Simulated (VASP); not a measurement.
# Ta (I4/mmm) in VASP: further runs

The runs below take Ta through single point, with PBE.

All numbers are computed with VASP 6.6.1; they aren't measurements. Logs are shortened: lines on timing, memory, paths and dates and some standing lists are left out, and cuts for length are marked.

## (1) The cell of the first run

The structure is tetragonal, space group I4/mmm (No. 139). The conventional cell has a = 3.168 Å, b = 3.168 Å, c = 3.570 Å, α = 90.00°, β = 90.00°, γ = 90.00°. Within 3.8 Å of Ta (site symmetry 4/mmm) lie 14 Ta at 2.86 to 3.57 Å.

## (2) Single point, PBE (17.92 Å³/atom)

Contents of INCAR:

```
  PREC = Accurate
  ENCUT = 520
  EDIFF = 1E-6
  ISMEAR = 0
  SIGMA = 0.15
  LREAL = False
  LASPH = True
  NELM = 80
  ALGO = Fast
  ISIF = 2
  LWAVE = False
  LCHARG = False
  GGA = PE
  NBANDS = 12
```

Contents of KPOINTS:

```
regular mesh
0
Gamma
  20 20 20
```

Contents of POSCAR:

```
Ta
1.0
   -1.5839603342      1.5839603342      1.7851232966
    1.5839603342     -1.5839603342      1.7851232966
    1.5839603342      1.5839603342     -1.7851232966
Ta
1
Direct
    0.0000000000      0.0000000000      0.0000000000
```

Potentials or basis: VASP PAW PBE potentials, release 64 (Ta_pv).

On the command line:

```bash
$ cat potpaw_PBE.64/Ta_pv/POTCAR > POTCAR
$ mpirun -np 1 vasp_std > vasp.out
```

OUTCAR:

```text
PREC = Accurate
   ENCUT = 520
   EDIFF = 1E-6
   ISMEAR = 0
   LREAL = False
   LASPH = True
   NELM = 80
   ISIF = 2
   GGA = PE

 ion  position               nearest neighbor table
   1  0.000  0.000  0.000-

  LATTYP: Found a body centered tetragonal cell.
 ALAT       =     3.1679206684
 C/A-ratio  =     1.1270000000

  Lattice vectors:

 A1 = (  -1.5839603342,   1.5839603342,   1.7851232966)
 A2 = (   1.5839603342,  -1.5839603342,   1.7851232966)
 A3 = (   1.5839603342,   1.5839603342,  -1.7851232966)

Analysis of symmetry for initial positions (statically):
=====================================================================
 Subroutine PRICEL returns:
 Original cell was already a primitive cell.

 Routine SETGRP: Setting up the symmetry group for a
 body centered tetragonal supercell.

 Subroutine GETGRP returns: Found 16 space group operations
 (whereof 16 operations were pure point group operations)
 out of a pool of 16 trial point group operations.

The static configuration has the point symmetry D_4h.

Analysis of symmetry for dynamics (positions and initial velocities):
=====================================================================
 Subroutine PRICEL returns:
 Original cell was already a primitive cell.

 Routine SETGRP: Setting up the symmetry group for a
 body centered tetragonal supercell.

 Subroutine GETGRP returns: Found 16 space group operations
 (whereof 16 operations were pure point group operations)
 out of a pool of 16 trial point group operations.

The dynamic configuration has the point symmetry D_4h.

 Subroutine INISYM returns: Found 16 space group operations
 (whereof 16 operations are pure point group operations),
 and found     1 'primitive' translations

----------------------------------------------------------------------------------------

                                     Primitive cell

  volume of cell :      17.9150

  direct lattice vectors                    reciprocal lattice vectors
    -1.583960334  1.583960334  1.785123297     0.000000000  0.315664470  0.280092698
     1.583960334 -1.583960334  1.785123297     0.315664470  0.000000000  0.280092698
     1.583960334  1.583960334 -1.785123297     0.315664470  0.315664470  0.000000000

  length of vectors
     2.864354354  2.864354354  2.864354354     0.422014191  0.422014191  0.446416975

  position of ions in fractional coordinates (direct lattice)
     0.000000000  0.000000000  0.000000000

  ion indices of the primitive-cell ions
   primitive index   ion index
                 1           1

----------------------------------------------------------------------------------------

 KPOINTS: regular mesh

Automatic generation of k-mesh.
 Grid dimensions read from file:
 generate k-points for:   20   20   20

 Generating k-lattice:

  Cartesian coordinates                     Fractional coordinates (reciprocal lattice)
     0.000000000  0.015783224  0.014004635     0.050000000  0.000000000  0.000000000
     0.015783224  0.000000000  0.014004635     0.000000000  0.050000000  0.000000000
     0.015783224  0.015783224  0.000000000     0.000000000  0.000000000  0.050000000

  Length of vectors
     0.021100710  0.021100710  0.022320849

  Shift w.r.t. Gamma in fractional coordinates (k-lattice)
     0.000000000  0.000000000  0.000000000

 Subroutine IBZKPT returns following result:
 ===========================================

 Found    641 irreducible k-points:

 Following reciprocal coordinates:
            Coordinates               Weight
  0.000000  0.000000  0.000000      1.000000
  0.050000 -0.000000  0.000000      8.000000
  0.100000 -0.000000  0.000000      8.000000
  0.150000 -0.000000  0.000000      8.000000
  0.200000 -0.000000  0.000000      8.000000
  0.250000 -0.000000  0.000000      8.000000
[... 16 lines left out ...]
 -0.400000  0.050000 -0.000000     16.000000
 -0.350000  0.050000 -0.000000     16.000000
 [... further k-points ...]
   k-points           NKPTS =    641   k-points in BZ     NKDIM =    641   number of bands    NBANDS=     12
   number of dos      NEDOS =    301   number of ions     NIONS =      1
   total plane-waves  NPLWV =  13824
   dimension x,y,z NGX =    24 NGY =   24 NGZ =   24
   dimension x,y,z NGXF=    48 NGYF=   48 NGZF=   48
   ions per type =               1
   NGX,Y,Z   is equivalent  to a cutoff of  13.93, 13.93, 13.93 a.u.
   NGXF,Y,Z  is equivalent  to a cutoff of  27.86, 27.86, 27.86 a.u.
 SYSTEM =  unknown system
   PREC   = accura    normal or accurate (medium, high low for compatibility)
   ISTART =      0    job   : 0-new  1-cont  2-samecut
   ICHARG =      2    charge: 1-file 2-atom 10-const
   ISPIN  =      1    spin polarized calculation?
   LNONCOLLINEAR =      F non collinear calculations
   LSORBIT =      F    spin-orbit coupling
   LASPH  =      T    aspherical Exc in radial PAW
   ENCUT  =  520.0 eV  38.22 Ry    6.18 a.u.   5.33  5.33  5.33*2*pi/ulx,y,z
   NELM   =     80;   NELMIN=  2; NELMDL= -5     # of ELM steps
   EDIFF  = 0.1E-05   stopping-criterion for ELM
   LREAL  =      F    real-space projection
[... 7 lines left out ...]
   TEBEG  =    0.0;   TEEND  =   0.0 temperature during run
   PSTRESS=    0.0 pullay stress
   NELECT =      11.0000    total number of electrons
   NUPDOWN=      -1.0000    fix difference up-down
   EMIN   =  10.00;   EMAX   =-10.00  energy-range for DOS
   EFERMI =   0.00;   METHOD = LEGACY
   ISMEAR =     0;   SIGMA  =   0.15  broadening in eV -4-tet -1-fermi 0-gaus
   EFERMI_NEDOS =   21; number of points for ismear=-14 and -15
   IALGO  =     68    algorithm
   IMIX   =      4    mixing-type and parameters
     AMIX     =   0.40;   BMIX     =  1.00
     AMIX_MAG =   1.60;   BMIX_MAG =  1.00
  volume/ion in A,a.u.               =      17.92       120.90
  Fermi-wavevector in a.u.,A,eV,Ry     =   1.391447  2.629454 26.342591  1.936126
  Thomas-Fermi vector in A             =   2.515286
   LORBIT       =      0    0 simple, 1 ext, 2 COOP (PROOUT), +10 PAW based schemes
   GGA     = PE    functional components
   LHFCALC =     F    Hartree Fock is set to
   AEXX    =    0.0000 exact exchange contribution
   IVDW    =     0    specifies the selected vdW correction
   LEPSILON=     F    determine dielectric tensor
   LRPA    =     F    only Hartree local field effects (RPA)
 non-spin polarized calculation
 RMM-DIIS sequential band-by-band and
 Gauss-broadening in eV      SIGMA  =   0.15
  energy-cutoff  :      520.00
  volume of cell :       17.92
 maximum number of plane-waves:       496
 NGX is ok and might be reduce to    24
   NGX = 11   NGY = 11   NGZ = 11

 number of electron      10.9999999 magnetization

 Free energy of the ion-electron system (eV)
  ---------------------------------------------------
  ext. energy  EPLUGINS =         0.00000000
  ---------------------------------------------------
  free energy    TOTEN  =       -11.75841656 eV

  energy without entropy =      -11.74379967  energy(sigma->0) =      -11.75110811

 E-fermi :   5.6043     XC(G=0): -12.6442

 val. band max:        5.5973745970   @ k =  -0.2000   0.4000   0.1000
 cond. band min:       5.6060307423   @ k =   0.4000   0.3000   0.1000
 fundamental gap:      0.0086561453
 Fermi energy:         5.6043057778

 k-point     1 :       0.0000    0.0000    0.0000
  band No.  band energies     occupation
      1     -27.5230      2.00000
      2     -27.5100      2.00000
      3     -27.5100      2.00000
      4      -2.4069      2.00000
      5       5.9459      0.00128
      6       5.9459      0.00128
      7       7.3437      0.00000
      8       8.4655      0.00000
      9      10.3214      0.00000
     10      19.3725      0.00000
     11      21.4177      0.00000
     12      21.4177      0.00000

 k-point     2 :       0.0500   -0.0000    0.0000
  band No.  band energies     occupation
      1     -27.5494      2.00000
      2     -27.5184      2.00000
      3     -27.5160      2.00000
      4      -2.2975      2.00000
      5       5.9313      0.00205
      6       5.9798      0.00040
      7       7.3445      0.00000
      8       8.4048      0.00000
      9      10.2598      0.00000
     10      19.5955      0.00000
     11      21.5381      0.00000
     12      21.6079      0.00000

 k-point     3 :       0.1000   -0.0000    0.0000
  band No.  band energies     occupation
      1     -27.6408      2.00000
      2     -27.5423      2.00000
      3     -27.5175      2.00000
      4      -1.9785      2.00000
      5       5.8666      0.01341
      6       6.0231      0.00008
      7       7.4167      0.00000
      8       8.2719      0.00000
      9      10.1129      0.00000
     10      20.1603      0.00000
     11      21.8120      0.00000
     12      22.1637      0.00000
[... 286 lines left out ...]
 k-point    23 :      -0.4000    0.0500   -0.0000
  band No.  band energies     occupation
      1     -28.5568      2.00000
      2     -27.7991      2.00000
      3     -27.5411      2.00000
      4       1.0551      2.00000
      5       4.7995      2.00000
      6       5.7217      0.26837
      7       8.3612      0.00000
      8      10.6055      0.00000
      9      11.6158      0.00000
     10      18.0506      0.00000
     11      19.1451      0.00000
     12      20.2619      0.00000

 k-point    24 :      -0.3500    0.0500   -0.0000
  band No.  band energies     occupation
      1     -28.4176      2.00000
      2     -27.7562      2.00000
      3     -27.5413      2.00000
      4       0.7616      2.00000
      5       5.0169      2.00000
      6       5.3126      1.99405
      7       8.3194      0.00000
      8      10.2981      0.00000
      9      10.6444      0.00000
     10      18.8466      0.00000
     11      20.1987      0.00000
     12      20.4241      0.00000

 [... further k-points ...]

------------------------ aborting loop because EDIFF is reached ----------------------------------------

  FORCE on cell =-STRESS in cart. coord.  units (eV):
  Direction    XX          YY          ZZ          XY          YZ          ZX
  --------------------------------------------------------------------------------------
  -------------------------------------------------------------------------------------
  Total        1.0514980      1.0514980     -0.2688329      0.0000000     -0.0000000      0.0000000
  in kB       94.0377498     94.0377498    -24.0423084      0.0000000     -0.0000000      0.0000000
  external PRESSURE =      54.6777304 kB  Pullay stress =       0.0000000 kB

 VOLUME and BASIS-vectors are now :
 -----------------------------------------------------------------------------
  energy-cutoff  :      520.00
  volume of cell :       17.92
      direct lattice vectors                 reciprocal lattice vectors
    -1.583960334  1.583960334  1.785123297     0.000000000  0.315664470  0.280092698
     1.583960334 -1.583960334  1.785123297     0.315664470  0.000000000  0.280092698
     1.583960334  1.583960334 -1.785123297     0.315664470  0.315664470  0.000000000

 POSITION                                       TOTAL-FORCE (eV/Angst)
 -----------------------------------------------------------------------------------
      0.00000      0.00000      0.00000         0.000000      0.000000      0.000000
 -----------------------------------------------------------------------------------
    total drift:                                0.000000      0.000000     -0.000000

  FREE ENERGIE OF THE ION-ELECTRON SYSTEM (eV)
  ---------------------------------------------------
  free  energy   TOTEN  =       -11.7584165608 eV

  energy  without entropy=      -11.7437996687  energy(sigma->0) =      -11.75110811
```

Wall time 85 s (1 thread of Intel Xeon 8259CL, shared host); peak memory 0.25 GiB.

What came out:

```yaml
Free_energy: -11.7584 eV
Pressure: 5.5 GPa
Band_gap_on_the_k_mesh: zero (an odd number of electrons rules out a gap without spin polarisation)
```

Levels at points of the mesh, in eV from the Fermi level:
| k point | band 2 | band 3 | band 4 | band 5 | band 6 | band 7 | band 8 | band 9 |
| --- | --- | --- | --- | --- | --- | --- | --- | --- |
| (0.00, 0.00, 0.00) | -33.11 | -33.11 | -8.01 | 0.34 | 0.34 | 1.74 | 2.86 | 4.72 |
| (0.50, 0.00, 0.00) | -33.44 | -33.13 | -4.49 | -1.03 | 1.31 | 2.63 | 5.21 | 7.48 |
| (0.50, 0.50, 0.00) | -33.58 | -33.22 | -4.43 | -2.51 | 2.16 | 5.15 | 5.61 | 7.93 |
| (0.50, 0.50, 0.50) | -33.83 | -33.83 | -4.09 | -3.70 | 6.54 | 6.67 | 7.00 | 7.00 |

Caveat: the cell stands under pressure; spin-orbit coupling is left out, which moves the levels of the heavy elements.

## (3) Single point, PBE (18.28 Å³/atom)

This run uses another cell than the first one, of 18.28 Å³/atom.

Contents of INCAR:

```
PREC = Accurate ; ENCUT = 520
EDIFF = 1E-6 ; ISMEAR = 0
SIGMA = 0.15 ; LREAL = F
LASPH = T ; NELM = 80
ALGO = Normal ; ISIF = 2
LWAVE = F ; LCHARG = F
GGA = PE ; NBANDS = 12
```

KPOINTS is that of step 2.

Contents of POSCAR:

```
Ta
1.0
   -1.5021041364      1.5021041364      2.0254372175
    1.5021041364     -1.5021041364      2.0254372175
    1.5021041364      1.5021041364     -2.0254372175
Ta
1
Direct
    0.0000000000      0.0000000000      0.0000000000
```

Potentials or basis: VASP PAW PBE potentials, release 64 (Ta_pv).

On the command line:

```bash
$ cat potpaw_PBE.64/Ta_pv/POTCAR > POTCAR
$ mpirun -np 1 vasp_std > vasp.out
```

Wall time 49 s (1 thread of Intel Xeon Platinum 8559C (Emerald Rapids), shared host); peak memory 0.25 GiB.

The run converged. Its results:

```
Free energy            : -11.5840 eV
Pressure               : 5.6 GPa
Band gap on the k mesh : zero (an odd number of electrons rules out a gap without spin polarisation)
```

Stress tensor (GPa, compression positive):
```
8.22 0.00 0.00
0.00 8.22 0.00
0.00 0.00 0.25
```

Levels at points of the mesh, in eV from the Fermi level:
```tsv
k point	band 1	band 2	band 3	band 4	band 5	band 6	band 7	band 8	band 9	band 10
(0.00, 0.00, 0.00)	-33.51	-33.50	-33.50	-8.23	0.27	0.27	0.89	3.12	3.97	12.59
(0.50, 0.00, 0.00)	-34.62	-33.69	-33.62	-4.71	-0.13	0.58	0.79	5.77	6.20	10.43
(0.50, 0.50, 0.00)	-34.54	-33.93	-33.82	-4.55	-3.40	2.77	5.93	6.37	7.01	11.25
(0.50, 0.50, 0.50)	-34.55	-33.96	-33.96	-4.48	-3.54	3.66	5.95	6.71	6.71	10.86
```

Caveat: the cell stands under pressure; spin-orbit coupling is left out, which moves the levels of the heavy elements.

[end of part 1 of 2]
